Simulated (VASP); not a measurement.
Write the native input for VASP 6.6.1 that does the following.

| Item | Value |
| --- | --- |
| Task | single point |
| Functional | PBE |
| Potentials or basis | VASP PAW PBE potentials, release 64 (La, Lu, N_h) |
| Cutoff | 1330 eV |
| k mesh | 6 × 6 × 2 |
| Occupations | gaussian, width 0.1 eV |
| Spin | no spin polarisation |
| Dipole correction | no |
| Further INCAR settings | ALGO = Normal; EDIFF = 1e-06; NBANDS = 47 |

The structure of LaLu2N3 lies in POSCAR:

```
LaLu2N3
1.0
    3.4002761127      0.0000000000      0.0000000000
    0.0000000000      3.4002761127      0.0000000000
    0.0000000000      0.0000000000      9.4886554331
La Lu N
1 2 3
Direct
    0.0000000000      0.0000000000      0.0000000000
    0.0000000000      0.5000000000      0.6198288596
    0.5000000000      0.0000000000      0.3801711404
    0.5000000000      0.5000000000      0.0000000000
    0.0000000000      0.5000000000      0.3848682719
    0.5000000000      0.0000000000      0.6151317281
```

The cell was generated, and may not be a known phase.

One way to write it, as run:

INCAR

```
SYSTEM = LaLu2N3
PREC = Accurate
ENCUT = 1330
EDIFF = 1E-6
ISMEAR = 0
SIGMA = 0.1
LREAL = .False.
LASPH = .True.
NELM = 200
ALGO = Normal
ISIF = 2
LWAVE = .False.
LCHARG = .False.
GGA = PE
NBANDS = 47
GGA_COMPAT = .False.
LMAXMIX = 6
```

KPOINTS

```
Automatic mesh
0
Gamma
  6 6 2
  0 0 0
```

Potentials or basis: VASP PAW PBE potentials, release 64 (La, Lu, N_h).

Run with:

```console
$ cat potpaw_PBE.64/La/POTCAR potpaw_PBE.64/Lu/POTCAR potpaw_PBE.64/N_h/POTCAR > POTCAR
$ mpirun -np 1 vasp_std > vasp.out
```

Results of the run:

```yaml
Pressure: 0.3 GPa
Largest_force: 0.064 eV/Å
Band_gap_on_the_k_mesh: zero (bands 38 and 39 overlap by 0.87 eV)
```

Caveat: spin-orbit coupling is left out, which moves the levels of the heavy elements.

It took 4.7 min on 1 thread of AMD EPYC 9R45 96-Core Processor (Zen 5) (shared host), peak memory 0.72 GiB.
